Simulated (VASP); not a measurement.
Input of a VASP 6.6.1 run:

INCAR

```
ALGO     = Normal         # electronic algorithm
EDIFF    = 1E-6           # SCF threshold, eV
EDIFFG   = -0.002         # ionic threshold
ENCUT    = 600            # plane-wave cutoff, eV
GGA      = PE             # functional
IBRION   = 2              # ionic algorithm
ISIF     = 3              # what is computed and relaxed
ISMEAR   = 0              # smearing method
IVDW     = 12             # dispersion correction
LASPH    = True           # aspherical terms in the spheres
LCHARG   = False          # write CHGCAR
LREAL    = False          # projectors in reciprocal space
LWAVE    = False          # write WAVECAR
NELM     = 100            # most SCF steps
NSW      = 100            # ionic steps
PREC     = Accurate       # precision mode
SIGMA    = 0.1            # smearing width, eV
```

KPOINTS

```
k-points
0
Gamma
  18 18 10
```

POSCAR

```
TiTe2
1.0
    3.7770000000      0.0000000000      0.0000000000
   -1.8885000000      3.2709779501      0.0000000000
    0.0000000000      0.0000000000      6.4980000000
Ti Te
1 2
Direct
    0.0000000000      0.0000000000      0.0000000000
    0.6666666667      0.3333333333      0.2628000000
    0.3333333333      0.6666666667      0.7372000000
```

Potentials or basis: VASP PAW PBE potentials, release 64 (Ti_sv, Te).

Run with:

```sh
$ cat potpaw_PBE.64/Ti_sv/POTCAR potpaw_PBE.64/Te/POTCAR > POTCAR
$ mpirun -np 1 vasp_std > vasp.out
```

Task: Estimate the dispersion energy per atom.

Result: -0.523 eV.

Task: What does it give for the space group after relaxing (to 0.05 Å)?

Result: P-3m1 (No. 164).

Task: What does it give for the band gap on the k mesh?

Result: Zero (band 12 reaches 8.05 eV, above the bottom of band 13 at 7.21 eV).

Task: What does it give for the relaxed cell?

Result: a = 3.696 Å, b = 3.696 Å, c = 6.381 Å, α = 90.00°, β = 90.00°, γ = 120.00°.

Final structure:
```
CELL_PARAMETERS angstrom
3.69602 0.00000 0.00000
-1.84801 3.20085 0.00000
0.00000 0.00000 6.38102
ATOMIC_POSITIONS crystal
Ti 0.00000 0.00000 0.00000
Te 0.66667 0.33333 0.27136
Te 0.33333 0.66667 0.72864
```

Caveat: spin-orbit coupling is left out, which moves the levels of the heavy elements.
